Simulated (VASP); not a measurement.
Crystal: P2C.

```
P C
1.0
     2.88582    0.00000    0.00000
     0.00000    2.88582    0.00000
     0.00000    0.00000    7.30177
P C
4 2
Direct
  0.00000 0.50000 0.38136
  0.50000 0.00000 0.11864
  0.00000 0.50000 0.61864
  0.50000 0.00000 0.88136
  0.00000 0.00000 0.75000
  0.00000 0.00000 0.25000
```

The cell was generated, and may not be a known phase.

| Item | Value |
| --- | --- |
| Program | VASP 6.6.1 |
| Task | relaxation of cell and atoms |
| Functional | PBE |
| Potentials or basis | VASP PAW PBE potentials, release 64 (P, C) |
| Cutoff | 600 eV |
| k mesh | 6 × 6 × 4 |
| Occupations | gaussian, width 0.1 eV |
| Spin | no spin polarisation |

At the start: pressure 82.3 GPa; volume 10.13 Å³/atom.

Where does the relaxation end?

Over 16 steps the energy falls by 1518.4 meV/atom and the volume is 15.44 Å³/atom (+52.3 %); space group P4_2/mmc (No. 131, to 0.1 Å) before and after.

Step by step:
```tsv
step	energy change (eV)	largest force (eV/Å)	pressure (GPa)	volume (Å³)
1	0.0000	7.9845	82.29	60.81
2	-5.4192	2.9078	0.16	114.95
3	-5.4725	2.9682	0.57	113.58
4	-5.5177	3.0212	0.96	112.36
5	-5.6963	3.2444	3.16	106.50
6	-7.6093	0.3178	-12.07	115.94
7	-7.6239	0.0094	-13.02	116.64
8	-8.5014	1.8946	-12.28	105.53
9	-8.5089	1.6757	-12.48	106.68
10	-9.0255	0.7761	4.75	92.05
11	-9.0830	0.1033	-0.25	95.23
12	-9.0905	0.1433	-0.33	95.12
13	-9.0975	0.2331	-0.47	94.86
14	-9.1030	0.1336	-0.65	94.49
15	-9.1076	0.0736	-1.01	93.74
16	-9.1102	0.0163	0.11	92.61
```

Final structure:
```
CELL_PARAMETERS angstrom
2.82103 0.00000 0.00000
0.00000 2.82103 0.00000
0.00000 0.00000 11.63737
ATOMIC_POSITIONS crystal
P 0.00000 0.50000 0.35294
P 0.50000 0.00000 0.14706
P 0.00000 0.50000 0.64706
P 0.50000 0.00000 0.85294
C 0.00000 0.00000 0.75000
C 0.00000 0.00000 0.25000
```

Caveat: the k points lie up to 0.37 Å⁻¹ apart in the final cell, too coarse for converged energies and pressures of a metal; the volume moved by over 15 % at a fixed basis, so the end points are rough; this functional lacks dispersion, which binds layers or chains, so the pressure and a relaxed spacing across them are unreliable.
